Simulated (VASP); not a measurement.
Wanted: the native input for a VASP 6.6.1 run.

```yaml
Task: single point
Functional: PBEsol
Potentials_or_basis: VASP PAW PBE potentials, release 64 (Cu)
Cutoff: 520 eV
k_mesh: 13 × 13 × 7
Occupations: fermi-dirac, width 0.1 eV
Spin: no spin polarisation
Dipole_correction: no
Further_INCAR_settings: ALGO = Normal; EDIFF = 1e-06; NBANDS = 18
```

The structure of Cu lies in POSCAR:

```
Cu
1.0
    2.5341000000      0.0000000000      0.0000000000
   -1.2670500000      2.1945900000      0.0000000000
    0.0000000000      0.0000000000      4.1125700000
Cu
2
Direct
    0.3333333333      0.6666666667      0.2500000000
    0.6666666667      0.3333333333      0.7500000000
```

The input as run:

INCAR

```
SYSTEM = Cu
PREC     = Accurate       ! precision mode
ENCUT    = 520            ! plane-wave cutoff, eV
EDIFF    = 1E-6           ! SCF threshold, eV
ISMEAR   = -1             ! smearing method
SIGMA    = 0.1            ! smearing width, eV
LREAL    = .False.        ! projectors in reciprocal space
LASPH    = .True.         ! aspherical terms in the spheres
NELM     = 80             ! most SCF steps
ALGO     = Normal         ! electronic algorithm
ISIF     = 2              ! what is computed and relaxed
LWAVE    = .False.        ! write WAVECAR
LCHARG   = .True.         ! write CHGCAR
GGA      = PS             ! functional
LELF     = .True.         ! ELF
LVHAR    = .True.       
NBANDS   = 18             ! bands
```

KPOINTS

```
regular mesh
0
Gamma
  13 13 7
  0 0 0
```

Potentials or basis: VASP PAW PBE potentials, release 64 (Cu).

Launch:

```console
$ cat potpaw_PBE.64/Cu/POTCAR > POTCAR
$ mpirun -np 1 vasp_std > vasp.out
```

Results of the run:

```json
{
 "Pressure": "-1.0 GPa",
 "Band gap on the k mesh": "zero (band 11 reaches 10.86 eV, above the bottom of band 12 at 5.88 eV)"
}
```

Caveat: the PAW data sets were made with another functional, which shifts forces and pressure a little.

Run time: 34 s on 1 thread of AMD EPYC 7R43 64-Core Processor (Zen 3), with other jobs on the host, peak memory 0.11 GiB.
